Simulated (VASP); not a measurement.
Input of a VASP 6.6.1 run:

Contents of INCAR:

```
PREC = Accurate
ENCUT = 520
EDIFF = 1E-7
ISMEAR = 0
SIGMA = 0.01
LREAL = False
LASPH = True
NELM = 80
ALGO = Normal
ISIF = 2
LWAVE = False
LCHARG = True
LELF = True
LVHAR = True
NBANDS = 36
```

File KPOINTS:

```
Automatic mesh
0
Gamma
  10 10 6
```

Contents of POSCAR:

```
Ge
1.0
    3.9590484785      0.0000000000      0.0000000000
   -1.9795242393      3.4286365572      0.0000000000
    0.0000000000      0.0000000000      6.5305491787
Ge
4
Direct
    0.3333333333      0.6666666667      0.0628452109
    0.6666666667      0.3333333333      0.5628452109
    0.6666666667      0.3333333333      0.9371547891
    0.3333333333      0.6666666667      0.4371547891
```

Potentials or basis: VASP PAW LDA potentials, release 64 (Ge_d).

Run with:

```console
$ cat potpaw_LDA.64/Ge_d/POTCAR > POTCAR
$ mpirun -np 1 vasp_std > vasp.out
```

Q: Estimate the band gap on the k mesh.

A: Zero (band 28 reaches 5.09 eV, above the bottom of band 29 at 4.96 eV).

Q: Predict the pressure.

A: 0.1 GPa.
